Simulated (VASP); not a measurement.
Set up this calculation in VASP 6.6.1, as the native input.

* Task: single point
* Functional: r2SCAN
* Potentials or basis: VASP PAW PBE potentials, release 64 (Sr_sv, O, Si, Fe)
* Cutoff: 520 eV
* k mesh: 5 × 5 × 5
* Occupations: fermi-dirac, width 0.1 eV
* Spin: no spin polarisation
* Dipole correction: no
* Further INCAR settings: ALGO = Normal; EDIFF = 1e-07; NBANDS = 42

The system is SrFeSi2O6.

```
Sr O Si Fe
1.0
     2.46790    4.27452    0.00000
    -2.46790    4.27452    0.00000
    -2.46790    1.42484    5.58344
Sr O Si Fe
1 6 2 1
Direct
  0.00000 0.00000 0.00000
  0.46000 0.21300 0.73800
  0.32700 0.72200 0.73800
  0.95100 0.58900 0.73800
  0.54000 0.78700 0.26200
  0.67300 0.27800 0.26200
  0.04900 0.41100 0.26200
  0.26200 0.47600 0.78600
  0.73800 0.52400 0.21400
  0.50000 0.00000 0.50000
```

The input as run:

POSCAR

```
SrFeSi2O6
1.0
    2.4678988900      4.2745245500      0.0000000000
   -2.4678988900      4.2745245500      0.0000000000
   -2.4678988900      1.4248378900      5.5834449000
Sr O Si Fe
1 6 2 1
Direct
    0.0000000000      0.0000000000      0.0000000000
    0.4600000000      0.2130000000      0.7380000000
    0.3270000000      0.7220000000      0.7380000000
    0.9510000000      0.5890000000      0.7380000000
    0.5400000000      0.7870000000      0.2620000000
    0.6730000000      0.2780000000      0.2620000000
    0.0490000000      0.4110000000      0.2620000000
    0.2620000000      0.4760000000      0.7860000000
    0.7380000000      0.5240000000      0.2140000000
    0.5000000000      0.0000000000      0.5000000000
```

INCAR.step1

```
PREC     = Accurate       # precision mode
ENCUT    = 520            # plane-wave cutoff, eV
ISMEAR   = -1             # smearing method
SIGMA    = 0.1            # smearing width, eV
LREAL    = F              # projectors in reciprocal space
LASPH    = T              # aspherical terms in the spheres
NELM     = 100            # most SCF steps
NBANDS   = 42             # bands
GGA      = PE             # functional
ALGO     = Normal         # electronic algorithm
EDIFF    = 1E-4           # SCF threshold, eV
LWAVE    = T              # write WAVECAR
LCHARG   = F              # write CHGCAR
```

INCAR.step2

```
PREC     = Accurate       # precision mode
ENCUT    = 520            # plane-wave cutoff, eV
EDIFF    = 1E-7           # SCF threshold, eV
ISMEAR   = -1             # smearing method
SIGMA    = 0.1            # smearing width, eV
LREAL    = F              # projectors in reciprocal space
LASPH    = T              # aspherical terms in the spheres
NELM     = 100            # most SCF steps
ALGO     = Normal         # electronic algorithm
ISIF     = 2              # what is computed and relaxed
LWAVE    = F              # write WAVECAR
LCHARG   = F              # write CHGCAR
METAGGA  = R2SCAN         # meta-GGA
LMIXTAU  = T            
NBANDS   = 42             # bands
ISTART   = 1
```

KPOINTS

```
regular mesh
0
Gamma
  5 5 5
```

Potentials or basis: VASP PAW PBE potentials, release 64 (Sr_sv, O, Si, Fe).

The run is started by

```sh
$ cat potpaw_PBE.64/Sr_sv/POTCAR potpaw_PBE.64/O/POTCAR potpaw_PBE.64/Si/POTCAR potpaw_PBE.64/Fe/POTCAR > POTCAR
$ cp INCAR.step1 INCAR
$ mpirun -np 1 vasp_std > vasp.out
$ cp INCAR.step2 INCAR
$ mpirun -np 1 vasp_std > vasp.out
```

Results of the run:

```
Pressure               : 75.0 GPa
Largest force          : 21.932 eV/Å
Band gap on the k mesh : 1.67 eV (least direct gap 1.67 eV)
```

Caveat: the stress differs along the axes, from -8 to 116 GPa; the PAW data sets were made with another functional, which shifts forces and pressure a little; the run has no spin polarisation, though such a crystal can be magnetic.

It took 5.1 min on 1 thread of Intel(R) Xeon(R) 6975P-C (Granite Rapids) (shared host), peak memory 0.36 GiB.
